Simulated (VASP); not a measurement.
The system is SiC.

```
Si C
1.0
     0.00000    2.18978    2.18978
     2.18978    0.00000    2.18978
     2.18978    2.18978    0.00000
Si C
1 1
Direct
  0.00000 0.00000 0.00000
  0.25000 0.25000 0.25000
```

| Property | Result |
| --- | --- |
| Program | VASP 6.6.1 |
| Task | relaxation of cell and atoms |
| Functional | r2SCAN |
| Potentials or basis | VASP PAW PBE potentials, release 64 (Si, C) |
| Cutoff | 600 eV |
| k mesh | 10 × 10 × 10 |
| Occupations | fermi-dirac, width 0.02 eV |
| Spin | no spin polarisation |

At the start: pressure -3.8 GPa; volume 10.50 Å³/atom.

Q: How do energy, volume and symmetry change on relaxing?

A: Over 3 steps the energy falls by 2.2 meV/atom and the volume is 10.32 Å³/atom (-1.7 %); space group F-43m (No. 216, to 0.05 Å).

Step by step:
```csv
step,energy change (eV),largest force (eV/Å),pressure (GPa),volume (Å³)
1,0.0000,0.0000,-3.85,21.00
2,0.0010,0.0000,4.52,20.24
3,-0.0045,0.0000,-0.01,20.64
```

Final structure:
```yaml
crystal:
  lattice:
    - [0.00000, 2.17704, 2.17704]
    - [2.17704, 0.00000, 2.17704]
    - [2.17704, 2.17704, 0.00000]
  atoms:
    - { symbol: Si, position: [0.00000, 0.00000, 0.00000] }
    - { symbol: C, position: [0.25000, 0.25000, 0.25000] }
```

Caveat: the PAW data sets were made with another functional, which shifts forces and pressure a little.
